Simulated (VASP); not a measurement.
# Ir in VASP: further runs

Ir is run at these levels: r2SCAN; tasks: single point.

Program: VASP 6.6.1. These are calculated values, not measurements. Logs are shortened: lines on timing, memory, paths and dates and some standing lists are left out, and cuts for length are marked.

**1. The cell of the first run**

It takes space group I4/mmm (No. 139, tetragonal). Conventional cell: a = 2.647 Å, b = 2.647 Å, c = 4.031 Å, α = 90.00°, β = 90.00°, γ = 90.00°. Ir (site symmetry 4/mmm) has 12 Ir at 2.65 to 2.75 Å within 3.5 Å.

**2. Single point, r2SCAN (strain -0.025 along x and y, +0.050 along z)**

Input file POSCAR:

```
Ir
1.0
    0.0000000000      1.8717075000      2.0156850000
    1.8717075000      0.0000000000      2.0156850000
    1.8717075000      1.8717075000      0.0000000000
Ir
1
Direct
    0.0000000000      0.0000000000      0.0000000000
```

Input file INCAR.step1:

```
ALGO = Normal
EDIFF = 1E-4
ENCUT = 520
GGA = PE
ISMEAR = 0
LASPH = True
LCHARG = False
LREAL = False
LWAVE = True
NBANDS = 10
NELM = 80
PREC = Accurate
SIGMA = 0.15
```

Input file INCAR.step2:

```
ALGO = Normal
EDIFF = 1E-6
ENCUT = 520
ISIF = 2
ISMEAR = 0
ISTART = 1
LASPH = True
LCHARG = True
LELF = True
LMIXTAU = True
LREAL = False
LVHAR = True
LWAVE = False
METAGGA = R2SCAN
NBANDS = 10
NELM = 80
PREC = Accurate
SIGMA = 0.15
```

Input file KPOINTS:

```
k-points
0
Gamma
  22 22 22
```

Potentials or basis: VASP PAW PBE potentials, release 64 (Ir).

Started as:

```
> cat potpaw_PBE.64/Ir/POTCAR > POTCAR
> cp INCAR.step1 INCAR
> mpirun -np 1 vasp_std > vasp.out
> cp INCAR.step2 INCAR
> mpirun -np 1 vasp_std > vasp.out
```

OUTCAR:

```text
EDIFF = 1E-6
   ENCUT = 520
   ISIF = 2
   ISMEAR = 0
   ISTART = 1
   LASPH = True
   LREAL = False
   METAGGA = R2SCAN
   NELM = 80
   PREC = Accurate

 ion  position               nearest neighbor table
   1  0.000  0.000  0.000-

  LATTYP: Found a body centered tetragonal cell.
 ALAT       =     2.6469941313
 C/A-ratio  =     1.5229992210

  Lattice vectors:

 A1 = (  -1.8717075000,   0.0000000000,   2.0156850000)
 A2 = (   1.8717075000,   0.0000000000,   2.0156850000)
 A3 = (   0.0000000000,   1.8717075000,  -2.0156850000)

Analysis of symmetry for initial positions (statically):
=====================================================================
 Subroutine PRICEL returns:
 Original cell was already a primitive cell.

 Routine SETGRP: Setting up the symmetry group for a
 body centered tetragonal supercell.

 Subroutine GETGRP returns: Found 16 space group operations
 (whereof 16 operations were pure point group operations)
 out of a pool of 16 trial point group operations.

The static configuration has the point symmetry D_4h.

Analysis of symmetry for dynamics (positions and initial velocities):
=====================================================================
 Subroutine PRICEL returns:
 Original cell was already a primitive cell.

 Routine SETGRP: Setting up the symmetry group for a
 body centered tetragonal supercell.

 Subroutine GETGRP returns: Found 16 space group operations
 (whereof 16 operations were pure point group operations)
 out of a pool of 16 trial point group operations.

The dynamic configuration has the point symmetry D_4h.

 Subroutine INISYM returns: Found 16 space group operations
 (whereof 16 operations are pure point group operations),
 and found     1 'primitive' translations

----------------------------------------------------------------------------------------

                                     Primitive cell

  volume of cell :      14.1231

  direct lattice vectors                    reciprocal lattice vectors
     0.000000000  1.871707500  2.015685000    -0.267135757  0.267135757  0.248054632
     1.871707500  0.000000000  2.015685000     0.267135757 -0.267135757  0.248054632
     1.871707500  1.871707500  0.000000000     0.267135757  0.267135757 -0.248054632

  length of vectors
     2.750686275  2.750686275  2.646994131     0.451944826  0.451944826  0.451944826

[... 81 lines left out ...]
   NSW    =      0    number of steps for IOM
   IBRION =     -1    ionic relax: 0-MD 1-quasi-New 2-CG
   NFREE  =      0    steps in history (QN), initial steepest desc. (CG)
   ISIF   =      2    stress and relaxation
   ISYM   =      2    0-nonsym 1-usesym 2-fastsym
   POTIM  = 0.5000    time-step for ionic-motion
   TEBEG  =    0.0;   TEEND  =   0.0 temperature during run
   PSTRESS=    0.0 pullay stress
   NELECT =       9.0000    total number of electrons
   NUPDOWN=      -1.0000    fix difference up-down
   EMIN   =  10.00;   EMAX   =-10.00  energy-range for DOS
   EFERMI =   0.00;   METHOD = LEGACY
   ISMEAR =     0;   SIGMA  =   0.15  broadening in eV -4-tet -1-fermi 0-gaus
   EFERMI_NEDOS =   21; number of points for ismear=-14 and -15
   IALGO  =     38    algorithm
   IMIX   =      4    mixing-type and parameters
     AMIX     =   0.40;   BMIX     =  1.00
     AMIX_MAG =   1.60;   BMIX_MAG =  1.00
  volume/ion in A,a.u.               =      14.12        95.31
  Fermi-wavevector in a.u.,A,eV,Ry     =   1.408790  2.662226 27.003320  1.984688
  Thomas-Fermi vector in A             =   2.530911
   LORBIT       =      0    0 simple, 1 ext, 2 COOP (PROOUT), +10 PAW based schemes
   METAGGA = R2SCAN    functional components
   LHFCALC =     F    Hartree Fock is set to
   AEXX    =    0.0000 exact exchange contribution
   IVDW    =     0    specifies the selected vdW correction
   LEPSILON=     F    determine dielectric tensor
   LRPA    =     F    only Hartree local field effects (RPA)
 non-spin polarized calculation
 Gauss-broadening in eV      SIGMA  =   0.15
  energy-cutoff  :      520.00
  volume of cell :       14.12
 maximum number of plane-waves:       394
   NGX = 11   NGY = 11   NGZ =  9

 number of electron       9.0000001 magnetization

 Free energy of the ion-electron system (eV)
  ---------------------------------------------------
  ext. energy  EPLUGINS =         0.00000000
  ---------------------------------------------------
  free energy    TOTEN  =       -52.30233140 eV

  energy without entropy =      -52.29133778  energy(sigma->0) =      -52.29683459

 E-fermi :  10.1725     XC(G=0): -15.3371

 val. band max:       10.1694452682   @ k =   0.4091   0.1818   0.0455
 cond. band min:      10.1757006251   @ k =  -0.3636   0.0000   0.2727
 fundamental gap:      0.0062553569
 Fermi energy:        10.1725357620

 k-point     1 :       0.0000    0.0000    0.0000
  band No.  band energies     occupation
      1      -1.3376      2.00000
      2       5.5256      2.00000
      3       6.5935      2.00000
      4       6.5935      2.00000
      5       8.1878      2.00000
      6       9.5757      2.00000
      7      25.4088      0.00000
      8      29.6763      0.00000
      9      31.9992      0.00000
     10      31.9992      0.00000
[... 287 lines left out ...]
 k-point    24 :      -0.4545    0.0455    0.0000
  band No.  band energies     occupation
      1       1.8657      2.00000
      2       5.5121      2.00000
      3       6.6417      2.00000
      4       8.9671      2.00000
      5      10.7905      0.00000
      6      11.8635      0.00000
      7      18.0921      0.00000
      8      24.9501      0.00000
      9      30.3443      0.00000
     10      31.9780      0.00000

 [... further k-points ...]

------------------------ aborting loop because EDIFF is reached ----------------------------------------

  FORCE on cell =-STRESS in cart. coord.  units (eV):
  Direction    XX          YY          ZZ          XY          YZ          ZX
  --------------------------------------------------------------------------------------
  -------------------------------------------------------------------------------------
  Total        1.4118730      1.4118730     -1.1744541      0.0000000      0.0000000      0.0000000
  in kB      160.1686790    160.1686790   -133.2349074      0.0000000      0.0000000      0.0000000
  external PRESSURE =      62.3674835 kB  Pullay stress =       0.0000000 kB

 VOLUME and BASIS-vectors are now :
 -----------------------------------------------------------------------------
  energy-cutoff  :      520.00
  volume of cell :       14.12
      direct lattice vectors                 reciprocal lattice vectors
     0.000000000  1.871707500  2.015685000    -0.267135757  0.267135757  0.248054632
     1.871707500  0.000000000  2.015685000     0.267135757 -0.267135757  0.248054632
     1.871707500  1.871707500  0.000000000     0.267135757  0.267135757 -0.248054632

 POSITION                                       TOTAL-FORCE (eV/Angst)
 -----------------------------------------------------------------------------------
      0.00000      0.00000      0.00000         0.000000     -0.000000      0.000000
 -----------------------------------------------------------------------------------
    total drift:                                0.000000      0.000000      0.000000

  FREE ENERGIE OF THE ION-ELECTRON SYSTEM (eV)
  ---------------------------------------------------
  free  energy   TOTEN  =       -52.3023313965 eV

  energy  without entropy=      -52.2913377753  energy(sigma->0) =      -52.29683459
```

OUTCAR.step1:

```text
EDIFF = 1E-4
   ENCUT = 520
   GGA = PE
   ISMEAR = 0
   LASPH = True
   LREAL = False
[... 527 lines left out ...]

 POSITION                                       TOTAL-FORCE (eV/Angst)
 -----------------------------------------------------------------------------------
      0.00000      0.00000      0.00000         0.000000      0.000000      0.000000
 -----------------------------------------------------------------------------------
    total drift:                                0.000000      0.000000      0.000000

  FREE ENERGIE OF THE ION-ELECTRON SYSTEM (eV)
  ---------------------------------------------------
  free  energy   TOTEN  =        -8.7776212170 eV

  energy  without entropy=       -8.7659650228  energy(sigma->0) =       -8.77179312
```

It took 3.9 min on 1 thread of Intel Xeon Platinum 8488C (Sapphire Rapids), shared host; peak memory 0.24 GiB.

Results:

| Quantity | Value |
| --- | --- |
| Free energy | -52.3023 eV |
| Pressure | 6.2 GPa |
| Band gap on the k mesh | zero (an odd number of electrons rules out a gap without spin polarisation) |

Stress tensor (GPa, compression positive):
```
 16.02   0.00   0.00
  0.00  16.02   0.00
  0.00   0.00 -13.32
```

Caveat: the cell differs from its parent crystal (strain -0.025 along x and y, +0.050 along z); the cell stands under pressure; the PAW data sets were made with another functional, which shifts forces and pressure a little; spin-orbit coupling is left out, which moves the levels of the heavy elements.

**3. Single point, r2SCAN (strain +0.000 along x and y, +0.025 along z)**

Input file POSCAR:

```
Ir
1.0
    0.0000000000      1.9197000000      1.9676925000
    1.9197000000      0.0000000000      1.9676925000
    1.9197000000      1.9197000000      0.0000000000
Ir
1
Direct
    0.0000000000      0.0000000000      0.0000000000
```

Input file INCAR.step1:

```
SYSTEM = Ir
PREC = Accurate ; ENCUT = 520
ISMEAR = 0 ; SIGMA = 0.15
LREAL = .False. ; LASPH = .True.
NELM = 100 ; NBANDS = 10
GGA = PE ; ALGO = Normal
EDIFF = 1E-4 ; LWAVE = .True.
LCHARG = .False.
```

Input file INCAR.step2:

```
SYSTEM = Ir
PREC = Accurate ; ENCUT = 520
EDIFF = 1E-7 ; ISMEAR = 0
SIGMA = 0.15 ; LREAL = .False.
LASPH = .True. ; NELM = 100
ALGO = Normal ; ISIF = 2
LWAVE = .False. ; LCHARG = .True.
METAGGA = R2SCAN ; LMIXTAU = .True.
LELF = .True. ; LVHAR = .True.
NBANDS = 10 ; ISTART = 1
```

Input file KPOINTS:

```
Automatic mesh
0
Gamma
  22 22 22
  0 0 0
```

Potentials or basis: VASP PAW PBE potentials, release 64 (Ir).

Started as:

```
> cat potpaw_PBE.64/Ir/POTCAR > POTCAR
> cp INCAR.step1 INCAR
> mpirun -np 1 vasp_std > vasp.out
> cp INCAR.step2 INCAR
> mpirun -np 1 vasp_std > vasp.out
```

It took 3.9 min on 1 thread of Intel Xeon Platinum 8488C (Sapphire Rapids), shared host; peak memory 0.24 GiB.

It converged, with:

- Free energy: -52.3587 eV
- Pressure: -5.0 GPa
- Band gap on the k mesh: zero (an odd number of electrons rules out a gap without spin polarisation)

Stress tensor (GPa, compression positive):
```
 -2.03   0.00   0.00
  0.00  -2.03   0.00
  0.00   0.00 -10.89
```

Levels at points of the mesh, in eV from the Fermi level:
```
           k point  band 2  band 3  band 4  band 5  band 6  band 7
(0.00, 0.00, 0.00)   -4.04   -3.71   -3.71   -1.44   -1.01   15.19
(0.50, 0.00, 0.00)   -4.14   -3.80   -0.61    0.83    1.00    7.44
(0.50, 0.50, 0.00)   -7.31    0.85    1.46    1.50    1.50   10.29
(0.50, 0.00, 0.50)   -7.33    0.80    1.37    1.70    1.99   10.99
```

Caveat: the cell differs from its parent crystal (strain +0.000 along x and y, +0.025 along z); the cell stands under tension; the PAW data sets were made with another functional, which shifts forces and pressure a little; spin-orbit coupling is left out, which moves the levels of the heavy elements.

(Continued in part 2 of 3.)
